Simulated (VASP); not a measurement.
Input of a VASP 6.6.1 run:

Contents of INCAR:

```
  ALGO = Normal
  EDIFF = 1E-6
  ENCUT = 520
  ISIF = 2
  ISMEAR = 0
  LASPH = T
  LCHARG = F
  LREAL = F
  LWAVE = F
  NBANDS = 30
  NELM = 80
  PREC = Accurate
  SIGMA = 0.1
```

Contents of KPOINTS:

```
k-points
0
Gamma
  5 5 5
```

The input POSCAR:

```
Ga3Se
1.0
    4.4324650000      0.0000000000      0.0000000000
    0.0000000000      4.4324650000      0.0000000000
    0.0000000000      0.0000000000      4.4324650000
Ga Se
3 1
Direct
    0.0000000000      0.5000000000      0.5000000000
    0.5000000000      0.0000000000      0.5000000000
    0.5000000000      0.5000000000      0.0000000000
    0.0000000000      0.0000000000      0.0000000000
```

Potentials or basis: VASP PAW LDA potentials, release 64 (Ga_d, Se).

The run is started by

```sh
$ cat potpaw_LDA.64/Ga_d/POTCAR potpaw_LDA.64/Se/POTCAR > POTCAR
$ mpirun -np 1 vasp_std > vasp.out
```

Question: What does it give for the pressure?

Answer: -4.5 GPa.
